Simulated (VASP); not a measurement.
Set up this calculation in VASP 6.6.1, as the native input.

* Task: single point
* Functional: PBE
* Dispersion: D3(BJ)
* Potentials or basis: VASP PAW PBE potentials, release 64 (Zn, O)
* Cutoff: 520 eV
* k mesh: 9 × 9 × 4
* Occupations: gaussian, width 0.05 eV
* Spin: no spin polarisation
* Dipole correction: no
* Further INCAR settings: ALGO = Normal; EDIFF = 1e-06; NBANDS = 26

The structure of ZnO lies in POSCAR:

```
ZnO
1.0
    3.3866061734      0.0000000000      0.0000000000
   -1.6933030867      2.9328869788      0.0000000000
    0.0000000000      0.0000000000      6.9165281095
Zn O
2 2
Direct
    0.0000000000      0.0000000000      0.7500000000
    0.0000000000      0.0000000000      0.2500000000
    0.3333333333      0.6666666667      0.2500000000
    0.6666666667      0.3333333333      0.7500000000
```

This cell differs from its parent crystal: strain +0.030 along x and y, -0.030 along z.

One way to write it, as run:

INCAR

```
  PREC = Accurate
  ENCUT = 520
  EDIFF = 1E-6
  ISMEAR = 0
  SIGMA = 0.05
  LREAL = False
  LASPH = True
  NELM = 80
  ALGO = Normal
  ISIF = 2
  LWAVE = False
  LCHARG = False
  GGA = PE
  IVDW = 12
  NBANDS = 26
```

KPOINTS

```
regular mesh
0
Gamma
  9 9 4
```

Potentials or basis: VASP PAW PBE potentials, release 64 (Zn, O).

Run with:

```bash
$ cat potpaw_PBE.64/Zn/POTCAR potpaw_PBE.64/O/POTCAR > POTCAR
$ mpirun -np 1 vasp_std > vasp.out
```

Results of the run:

- Pressure: -8.3 GPa
- Band gap on the k mesh: 0.72 eV
- Dispersion energy per atom: -0.152 eV

Caveat: the cell differs from its parent crystal (strain +0.030 along x and y, -0.030 along z); the cell stands under tension; an odd mesh through Γ misses points on the zone boundary, where band edges can lie.

It took 120 s on 1 thread of Intel Xeon 8259CL, on a shared host, peak memory 0.23 GiB.
